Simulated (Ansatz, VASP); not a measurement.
CdS: VASP beside Ansatz

```
CELL_PARAMETERS angstrom
4.13480 0.04135 0.04135
-2.03159 3.56017 0.01513
0.06749 0.06749 6.74900
ATOMIC_POSITIONS crystal
Cd 0.33333 0.66667 0.00000
Cd 0.66667 0.33333 0.50000
S 0.33333 0.66667 0.38500
S 0.66667 0.33333 0.88500
```

Change from the starting cell: equal xy, yz and zx shear strains of +2 %.

Alike in both runs: task single point; functional LDA; k mesh 8 × 8 × 4; occupations fermi-dirac, width 0.02 eV; no spin polarisation.

```csv
,VASP,Ansatz
version,VASP 6.6.1,Ansatz 0.2.0
potentials or method,"VASP PAW LDA potentials, release 64 (Cd, S), cutoff 520 eV","all-electron LAPW, scalar-relativistic"
```

VASP gave:

| Item | Value |
| --- | --- |
| gap on the k mesh at the Fermi level (eV) | 0.94 |
| pressure (GPa) | -2.2 |
| traceless stress, the component that is largest in VASP (GPa) | -1.29 |
| rms of the force components (eV/Å) | 0.170 |

**Question.** What did Ansatz give for the same quantities?

**Answer.** gap on the k mesh at the Fermi level (eV): 0.91; pressure (GPa): -2.7; traceless stress, the component that is largest in VASP (GPa): -1.22; rms of the force components (eV/Å): 0.163.

LDA's correlation is that of Perdew and Zunger in VASP and of Perdew and Wang (1992) in Ansatz. Atom by atom the forces differ by 0.008 eV/Å (rms over components). Ansatz ran all-electron here, and VASP with PAW potentials.
